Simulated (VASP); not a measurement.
Write the native input for VASP 6.6.1 that does the following.

| Item | Value |
| --- | --- |
| Task | single point |
| Functional | PBE |
| Potentials or basis | VASP PAW PBE potentials, release 64 (Nb_sv, As) |
| Cutoff | 520 eV |
| k mesh | 10 × 10 × 4 |
| Occupations | gaussian, width 0.1 eV |
| Spin | no spin polarisation |
| Dipole correction | no |
| Further INCAR settings | ALGO = Normal; EDIFF = 1e-06; NBANDS = 46 |

The structure of NbAs lies in POSCAR:

```
NbAs
1.0
    3.6124213334      0.0000000000      0.0000000000
    0.0000000000      3.6124213334      0.0000000000
    0.0000000000      0.0000000000     11.4671843943
Nb As
4 4
Direct
    0.5000000000      0.5000000000      0.9979830278
    0.5000000000      0.0000000000      0.2479830278
    0.0000000000      0.0000000000      0.4979830278
    0.0000000000      0.5000000000      0.7479830278
    0.0000000000      0.0000000000      0.9180169722
    0.0000000000      0.5000000000      0.1680169722
    0.5000000000      0.5000000000      0.4180169722
    0.5000000000      0.0000000000      0.6680169722
```

This cell differs from its parent crystal: biaxial strain in the a-b plane: +4.0 %.

One way to write it, as run:

INCAR

```
SYSTEM = NbAs
PREC = Accurate
ENCUT = 520
EDIFF = 1E-6
ISMEAR = 0
SIGMA = 0.1
LREAL = .FALSE.
LASPH = .TRUE.
NELM = 80
ALGO = Normal
ISIF = 2
LWAVE = .FALSE.
LCHARG = .FALSE.
GGA = PE
NBANDS = 46
```

KPOINTS

```
Automatic mesh
0
G
  10 10 4
  0 0 0
```

Potentials or basis: VASP PAW PBE potentials, release 64 (Nb_sv, As).

Run with:

```bash
$ cat potpaw_PBE.64/Nb_sv/POTCAR potpaw_PBE.64/As/POTCAR > POTCAR
$ mpirun -np 1 vasp_std > vasp.out
```

Results of the run:

```
Pressure               : -8.5 GPa
Largest force          : 0.071 eV/Å
Band gap on the k mesh : zero (filled and empty bands touch)
```

Caveat: the cell differs from its parent crystal (biaxial strain in the a-b plane: +4.0 %); the cell stands under tension.

Wall time 3.4 min on 1 thread of Intel(R) Xeon(R) 6975P-C (Granite Rapids), on a shared host, peak memory 0.46 GiB.
